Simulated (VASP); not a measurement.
Input of a VASP 6.6.1 run:

INCAR

```
ALGO = Normal
EDIFF = 1E-7
EDIFFG = -0.01
ENCUT = 520
GGA = PE
GGA_COMPAT = F
IBRION = 2
ISIF = 2
ISMEAR = 0
LASPH = T
LCHARG = F
LREAL = F
LWAVE = F
NELM = 120
NELMIN = 4
NSW = 60
PREC = Accurate
SIGMA = 0.02
```

KPOINTS

```
k-points
0
Gamma
  6 6 6
```

The input POSCAR:

```
Al2O3
1.0
    2.3802500000      1.3742379782      4.3318666667
   -2.3802500000      1.3742379782      4.3318666667
    0.0000000000     -2.7484759565      4.3318666667
Al O
4 6
Direct
    0.3521600000      0.3521600000      0.3521600000
    0.1478400000      0.1478400000      0.1478400000
    0.6478400000      0.6478400000      0.6478400000
    0.8521600000      0.8521600000      0.8521600000
    0.5566800000      0.9433200000      0.2500000000
    0.2500000000      0.5566800000      0.9433200000
    0.9433200000      0.2500000000      0.5566800000
    0.4433200000      0.0566800000      0.7500000000
    0.7500000000      0.4433200000      0.0566800000
    0.0566800000      0.7500000000      0.4433200000
```

Potentials or basis: VASP PAW PBE potentials, release 64 (Al, O).

Command:

```sh
$ cat potpaw_PBE.64/Al/POTCAR potpaw_PBE.64/O/POTCAR > POTCAR
$ mpirun -np 1 vasp_std > vasp.out
```

Question: Estimate the band gap on the k mesh.

Answer: 6.22 eV, direct.

Question: What does it give for the energy gained by relaxing?

Answer: 0.0 meV/atom.

Stress tensor (GPa, compression positive):
```
7.39 0.00 0.00
0.00 7.39 0.00
0.00 0.00 6.83
```

A k mesh can miss the band edges. Expect the measured gap to be larger: semilocal functionals such as PBE lack the derivative discontinuity.
